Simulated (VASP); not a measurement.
# SbS (I4/mmm) in VASP: further runs

The runs below take SbS through single point, with PBE.

Program: VASP 6.6.1. These are calculated values, not measurements. Logs are shortened: lines on timing, memory, paths and dates and some standing lists are left out, and cuts for length are marked.

**1. The cell of the first run**

Symmetry: I4/mmm, No. 139, tetragonal system. Conventional cell: a = 4.111 Å, b = 4.111 Å, c = 5.751 Å, α = 90.00°, β = 90.00°, γ = 90.00°. Sb (site symmetry 4/mmm) has 6 S at 2.88 to 2.91 Å within 3.8 Å. S (site symmetry 4/mmm) has 6 Sb at 2.88 to 2.91 Å within 3.8 Å.

**2. Single point, PBE**

Input file INCAR:

```
ALGO = Normal
EDIFF = 1E-6
ENCUT = 520
GGA = PE
ISIF = 2
ISMEAR = 0
LASPH = T
LCHARG = F
LREAL = F
LWAVE = F
NBANDS = 12
NELM = 100
PREC = Accurate
SIGMA = 0.1
```

Input file KPOINTS:

```
k-points
0
Gamma
  6 6 6
```

Input file POSCAR:

```
SbS
1.0
   -2.0555841661      2.0555841661      2.8754337514
    2.0555841661     -2.0555841661      2.8754337514
    2.0555841661      2.0555841661     -2.8754337514
Sb S
1 1
Direct
    0.0000000000      0.0000000000      0.0000000000
    0.5000000000      0.5000000000      0.0000000000
```

Potentials or basis: VASP PAW PBE potentials, release 64 (Sb, S).

Run with:

```
cat potpaw_PBE.64/Sb/POTCAR potpaw_PBE.64/S/POTCAR > POTCAR
mpirun -np 1 vasp_std > vasp.out
```

OUTCAR:

```text
EDIFF = 1E-6
   ENCUT = 520
   GGA = PE
   ISIF = 2
   ISMEAR = 0
   LASPH = T
   LREAL = F
   NELM = 100
   PREC = Accurate

 ion  position               nearest neighbor table
   1  0.000  0.000  0.000-   2 2.88   2 2.88   2 2.91   2 2.91   2 2.91   2 2.91
   2  0.500  0.500  0.000-   1 2.88   1 2.88   1 2.91   1 2.91   1 2.91   1 2.91

  LATTYP: Found a body centered tetragonal cell.
 ALAT       =     4.1111683322
 C/A-ratio  =     1.3988401929

  Lattice vectors:

 A1 = (  -2.0555841661,   2.0555841661,   2.8754337514)
 A2 = (   2.0555841661,  -2.0555841661,   2.8754337514)
 A3 = (   2.0555841661,   2.0555841661,  -2.8754337514)

Analysis of symmetry for initial positions (statically):
=====================================================================
 Subroutine PRICEL returns:
 Original cell was already a primitive cell.

 Routine SETGRP: Setting up the symmetry group for a
 body centered tetragonal supercell.

 Subroutine GETGRP returns: Found 16 space group operations
 (whereof 16 operations were pure point group operations)
 out of a pool of 16 trial point group operations.

The static configuration has the point symmetry D_4h.

Analysis of symmetry for dynamics (positions and initial velocities):
=====================================================================
 Subroutine PRICEL returns:
 Original cell was already a primitive cell.

 Routine SETGRP: Setting up the symmetry group for a
 body centered tetragonal supercell.

 Subroutine GETGRP returns: Found 16 space group operations
 (whereof 16 operations were pure point group operations)
 out of a pool of 16 trial point group operations.

The dynamic configuration has the point symmetry D_4h.

 Subroutine INISYM returns: Found 16 space group operations
 (whereof 16 operations are pure point group operations),
 and found     1 'primitive' translations

----------------------------------------------------------------------------------------

                                     Primitive cell

  volume of cell :      48.5997

  direct lattice vectors                    reciprocal lattice vectors
    -2.055584166  2.055584166  2.875433751     0.000000000  0.243239858  0.173886809
     2.055584166 -2.055584166  2.875433751     0.243239858  0.000000000  0.173886809
     2.055584166  2.055584166 -2.875433751     0.243239858  0.243239858  0.000000000

  length of vectors
     4.088883929  4.088883929  4.088883929     0.299002092  0.299002092  0.343993106

  position of ions in fractional coordinates (direct lattice)
     0.000000000  0.000000000  0.000000000
     0.500000000  0.500000000  0.000000000

  ion indices of the primitive-cell ions
   primitive index   ion index
                 1           1
                 2           2

----------------------------------------------------------------------------------------

 KPOINTS: k-points

Automatic generation of k-mesh.
 Grid dimensions read from file:
 generate k-points for:    6    6    6

 Generating k-lattice:

  Cartesian coordinates                     Fractional coordinates (reciprocal lattice)
     0.000000000  0.040539976  0.028981135     0.166666667 -0.000000000  0.000000000
     0.040539976  0.000000000  0.028981135    -0.000000000  0.166666667  0.000000000
     0.040539976  0.040539976  0.000000000     0.000000000  0.000000000  0.166666667

  Length of vectors
     0.049833682  0.049833682  0.057332184

  Shift w.r.t. Gamma in fractional coordinates (k-lattice)
     0.000000000  0.000000000  0.000000000

 Subroutine IBZKPT returns following result:
 ===========================================

 Found     30 irreducible k-points:

 Following reciprocal coordinates:
            Coordinates               Weight
  0.000000  0.000000  0.000000      1.000000
  0.166667  0.000000 -0.000000      8.000000
  0.333333  0.000000 -0.000000      8.000000
  0.500000  0.000000 -0.000000      4.000000
  0.166667  0.166667 -0.000000      8.000000
  0.333333  0.166667 -0.000000     16.000000
[... 16 lines left out ...]
 -0.333333 -0.333333  0.166667      8.000000
 -0.166667 -0.333333  0.166667      8.000000
 [... further k-points ...]
   k-points           NKPTS =     30   k-points in BZ     NKDIM =     30   number of bands    NBANDS=     12
   number of dos      NEDOS =    301   number of ions     NIONS =      2
   total plane-waves  NPLWV =  27000
   dimension x,y,z NGX =    30 NGY =   30 NGZ =   30
   dimension x,y,z NGXF=    60 NGYF=   60 NGZF=   60
   ions per type =               1   1
   NGX,Y,Z   is equivalent  to a cutoff of  12.20, 12.20, 12.20 a.u.
   NGXF,Y,Z  is equivalent  to a cutoff of  24.39, 24.39, 24.39 a.u.
 SYSTEM =  unknown system
   PREC   = accura    normal or accurate (medium, high low for compatibility)
   ISTART =      0    job   : 0-new  1-cont  2-samecut
   ICHARG =      2    charge: 1-file 2-atom 10-const
   ISPIN  =      1    spin polarized calculation?
   LNONCOLLINEAR =      F non collinear calculations
   LSORBIT =      F    spin-orbit coupling
   LASPH  =      T    aspherical Exc in radial PAW
   ENCUT  =  520.0 eV  38.22 Ry    6.18 a.u.   7.60  7.60  7.60*2*pi/ulx,y,z
   NELM   =    100;   NELMIN=  2; NELMDL= -5     # of ELM steps
   EDIFF  = 0.1E-05   stopping-criterion for ELM
   LREAL  =      F    real-space projection
   EDIFFG = 0.1E-04   stopping-criterion for IOM
   NSW    =      0    number of steps for IOM
   IBRION =     -1    ionic relax: 0-MD 1-quasi-New 2-CG
   NFREE  =      0    steps in history (QN), initial steepest desc. (CG)
   ISIF   =      2    stress and relaxation
   ISYM   =      2    0-nonsym 1-usesym 2-fastsym
   POTIM  = 0.5000    time-step for ionic-motion
   TEBEG  =    0.0;   TEEND  =   0.0 temperature during run
   PSTRESS=    0.0 pullay stress
   NELECT =      11.0000    total number of electrons
   NUPDOWN=      -1.0000    fix difference up-down
   EMIN   =  10.00;   EMAX   =-10.00  energy-range for DOS
   EFERMI =   0.00;   METHOD = LEGACY
   ISMEAR =     0;   SIGMA  =   0.10  broadening in eV -4-tet -1-fermi 0-gaus
   EFERMI_NEDOS =   21; number of points for ismear=-14 and -15
   IALGO  =     38    algorithm
   IMIX   =      4    mixing-type and parameters
     AMIX     =   0.40;   BMIX     =  1.00
     AMIX_MAG =   1.60;   BMIX_MAG =  1.00
  volume/ion in A,a.u.               =      24.30       163.98
  Fermi-wavevector in a.u.,A,eV,Ry     =   0.997687  1.885356 13.542966  0.995380
  Thomas-Fermi vector in A             =   2.129860
   LORBIT       =      0    0 simple, 1 ext, 2 COOP (PROOUT), +10 PAW based schemes
   GGA     = PE    functional components
   LHFCALC =     F    Hartree Fock is set to
   AEXX    =    0.0000 exact exchange contribution
   IVDW    =     0    specifies the selected vdW correction
   LEPSILON=     F    determine dielectric tensor
   LRPA    =     F    only Hartree local field effects (RPA)
 non-spin polarized calculation
 Gauss-broadening in eV      SIGMA  =   0.10
  energy-cutoff  :      520.00
  volume of cell :       48.60
 maximum number of plane-waves:      1339
   NGX = 15   NGY = 15   NGZ = 15

 number of electron      10.9999998 magnetization

 Free energy of the ion-electron system (eV)
  ---------------------------------------------------
  ext. energy  EPLUGINS =         0.00000000
  ---------------------------------------------------
  free energy    TOTEN  =        -8.04665204 eV

  energy without entropy =       -8.04132036  energy(sigma->0) =       -8.04398620

 E-fermi :   7.1866     XC(G=0):  -9.8057

 val. band max:        7.1385519125   @ k =  -0.1667   0.1667   0.0000
 cond. band min:       7.2077375331   @ k =  -0.1667  -0.1667   0.1667
 fundamental gap:      0.0691856206
 Fermi energy:         7.1865864877

 k-point     1 :       0.0000    0.0000    0.0000
  band No.  band energies     occupation
      1      -7.8562      2.00000
      2      -0.0166      2.00000
      3       3.5941      2.00000
      4       3.7340      2.00000
      5       3.7340      2.00000
      6       9.7327      0.00000
      7       9.7327      0.00000
      8       9.9910      0.00000
      9      12.1197      0.00000
     10      12.1197      0.00000
     11      12.2244      0.00000
     12      14.0149      0.00000

 k-point     2 :       0.1667    0.0000   -0.0000
  band No.  band energies     occupation
      1      -7.6060      2.00000
      2      -0.8698      2.00000
      3       3.6957      2.00000
      4       3.7710      2.00000
      5       4.2427      2.00000
      6       8.5906      0.00000
      7       8.6809      0.00000
      8       8.8571      0.00000
      9      12.2418      0.00000
     10      12.7526      0.00000
     11      12.8011      0.00000
     12      15.5688      0.00000

 k-point     3 :       0.3333    0.0000   -0.0000
  band No.  band energies     occupation
      1      -6.9587      2.00000
      2      -2.3821      2.00000
      3       3.8771      2.00000
      4       3.9028      2.00000
      5       5.0680      2.00000
      6       7.0322      1.97096
      7       7.2908      0.14045
      8       7.3796      0.00633
      9      13.1333      0.00000
     10      14.4174      0.00000
     11      14.4220      0.00000
     12      18.0856      0.00000
[... 286 lines left out ...]
 k-point    23 :      -0.3333   -0.3333    0.1667
  band No.  band energies     occupation
      1      -6.5203      2.00000
      2      -2.3467      2.00000
      3       1.9477      2.00000
      4       2.4885      2.00000
      5       4.2633      2.00000
      6       7.5032      0.00001
      7       9.0188      0.00000
      8       9.8680      0.00000
      9      11.8698      0.00000
     10      15.8980      0.00000
     11      16.4296      0.00000
     12      16.4512      0.00000

 k-point    24 :      -0.1667   -0.3333    0.1667
  band No.  band energies     occupation
      1      -7.0063      2.00000
      2      -1.9166      2.00000
      3       3.0836      2.00000
      4       3.1201      2.00000
      5       4.3197      2.00000
      6       7.3319      0.03985
      7       8.9828      0.00000
      8       9.0173      0.00000
      9      11.2540      0.00000
     10      15.0352      0.00000
     11      15.2423      0.00000
     12      16.4104      0.00000

 [... further k-points ...]
[... 5 lines left out ...]
  --------------------------------------------------------------------------------------
  -------------------------------------------------------------------------------------
  Total       -0.0546154     -0.0546154      0.0112358      0.0000000     -0.0000000      0.0000000
  in kB       -1.8004952     -1.8004952      0.3704099      0.0000000     -0.0000000      0.0000000
  external PRESSURE =      -1.0768602 kB  Pullay stress =       0.0000000 kB

 VOLUME and BASIS-vectors are now :
 -----------------------------------------------------------------------------
  energy-cutoff  :      520.00
  volume of cell :       48.60
      direct lattice vectors                 reciprocal lattice vectors
    -2.055584166  2.055584166  2.875433751     0.000000000  0.243239858  0.173886809
     2.055584166 -2.055584166  2.875433751     0.243239858  0.000000000  0.173886809
     2.055584166  2.055584166 -2.875433751     0.243239858  0.243239858  0.000000000

 POSITION                                       TOTAL-FORCE (eV/Angst)
 -----------------------------------------------------------------------------------
      0.00000      0.00000      0.00000         0.000000      0.000000      0.000000
      0.00000      0.00000      2.87543        -0.000000     -0.000000     -0.000000
 -----------------------------------------------------------------------------------
    total drift:                                0.000000     -0.000000      0.000000

  FREE ENERGIE OF THE ION-ELECTRON SYSTEM (eV)
  ---------------------------------------------------
  free  energy   TOTEN  =        -8.0466520374 eV

  energy  without entropy=       -8.0413203617  energy(sigma->0) =       -8.04398620
```

Wall time 16 s (1 thread of AMD EPYC 7R43 (Zen 3), shared host); peak memory 0.13 GiB.

Results:

- Free energy: -8.0467 eV
- Pressure: -0.1 GPa

Caveat: the k points lie up to 0.36 Å⁻¹ apart; spin-orbit coupling is left out, which moves the levels of the heavy elements.

**3. Single point, PBE**

This run uses another cell than the first one, of 24.20 Å³/atom, 0.996 times its volume.

Input file INCAR:

```
SYSTEM = SbS
  PREC = Accurate
  ENCUT = 520
  EDIFF = 1E-7
  ISMEAR = 0
  SIGMA = 0.1
  LREAL = .FALSE.
  LASPH = .TRUE.
  NELM = 60
  ALGO = Normal
  ISIF = 2
  LWAVE = .FALSE.
  LCHARG = .FALSE.
  GGA = PE
  NBANDS = 12
```

Input file KPOINTS:

```
Automatic mesh
0
G
  20 20 20
  0 0 0
```

Input file POSCAR:

```
SbS
1.0
   -2.0451157740      2.0451157740      2.8930082655
    2.0451157740     -2.0451157740      2.8930082655
    2.0451157740      2.0451157740     -2.8930082655
Sb S
1 1
Direct
    0.0000000000      0.0000000000      0.0000000000
    0.5000000000      0.5000000000      0.0000000000
```

Potentials or basis: VASP PAW PBE potentials, release 64 (Sb, S).

Run with:

```
cat potpaw_PBE.64/Sb/POTCAR potpaw_PBE.64/S/POTCAR > POTCAR
mpirun -np 1 vasp_std > vasp.out
```

Wall time 3.9 min (1 thread of Intel Xeon 6975P-C, shared host); peak memory 0.48 GiB.

Results (log left out):

- Free energy: -8.1050 eV
- Pressure: -0.2 GPa

Levels at points of the mesh, in eV from the Fermi level:
| k point | band 1 | band 2 | band 3 | band 4 | band 5 | band 6 | band 7 | band 8 | band 9 | band 10 |
| --- | --- | --- | --- | --- | --- | --- | --- | --- | --- | --- |
| (0.00, 0.00, 0.00) | -15.00 | -7.13 | -3.44 | -3.44 | -3.44 | 2.70 | 2.71 | 2.71 | 5.02 | 5.02 |
| (0.50, 0.00, 0.00) | -13.61 | -10.36 | -3.11 | -3.11 | -1.36 | -1.08 | -0.41 | -0.41 | 7.38 | 9.38 |
| (0.50, 0.50, 0.00) | -13.39 | -8.60 | -6.83 | -4.94 | -4.93 | 2.19 | 3.64 | 3.65 | 4.21 | 8.89 |
| (0.50, 0.50, 0.50) | -13.39 | -8.60 | -6.83 | -4.93 | -4.93 | 2.19 | 3.65 | 3.65 | 4.20 | 8.89 |

Caveat: spin-orbit coupling is left out, which moves the levels of the heavy elements.
